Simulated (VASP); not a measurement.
Wanted: the native input for a VASP 6.6.1 run.

```yaml
Task: single point
Functional: PBE
Potentials_or_basis: VASP PAW PBE potentials, release 64 (Y_sv, Rh_pv)
Cutoff: 520 eV
k_mesh: 10 × 10 × 10
Occupations: gaussian, width 0.1 eV
Spin: no spin polarisation
Dipole_correction: no
Further_INCAR_settings: ALGO = Fast; EDIFF = 1e-07; NBANDS = 32
```

The structure of Y3Rh lies in POSCAR:

```
Y3Rh
1.0
    4.6599281430      0.0000000000      0.0000000000
    0.0000000000      4.6599281430      0.0000000000
    0.0000000000      0.0000000000      4.6599281430
Y Rh
3 1
Direct
    0.0000000000      0.5000000000      0.5000000000
    0.5000000000      0.0000000000      0.5000000000
    0.5000000000      0.5000000000      0.0000000000
    0.0000000000      0.0000000000      0.0000000000
```

These files were run (other wordings do the same):

INCAR

```
SYSTEM = Y3Rh
PREC     = Accurate       ! precision mode
ENCUT    = 520            ! plane-wave cutoff, eV
EDIFF    = 1E-7           ! SCF threshold, eV
ISMEAR   = 0              ! smearing method
SIGMA    = 0.1            ! smearing width, eV
LREAL    = .FALSE.        ! projectors in reciprocal space
LASPH    = .TRUE.         ! aspherical terms in the spheres
NELM     = 80             ! most SCF steps
ALGO     = Fast           ! electronic algorithm
ISIF     = 2              ! what is computed and relaxed
LWAVE    = .FALSE.        ! write WAVECAR
LCHARG   = .FALSE.        ! write CHGCAR
GGA      = PE             ! functional
NBANDS   = 32             ! bands
```

KPOINTS

```
regular mesh
0
G
  10 10 10
  0 0 0
```

Potentials or basis: VASP PAW PBE potentials, release 64 (Y_sv, Rh_pv).

The run is started by

```console
$ cat potpaw_PBE.64/Y_sv/POTCAR potpaw_PBE.64/Rh_pv/POTCAR > POTCAR
$ mpirun -np 1 vasp_std > vasp.out
```

Results of the run:

* Pressure: -0.1 GPa
* Band gap on the k mesh: zero (band 24 reaches 5.10 eV, above the bottom of band 25 at 4.46 eV)

Wall time 3.5 min on 1 thread of Intel(R) Xeon(R) Platinum 8375C CPU @ 2.90GHz (Ice Lake), on a shared host, peak memory 0.34 GiB.
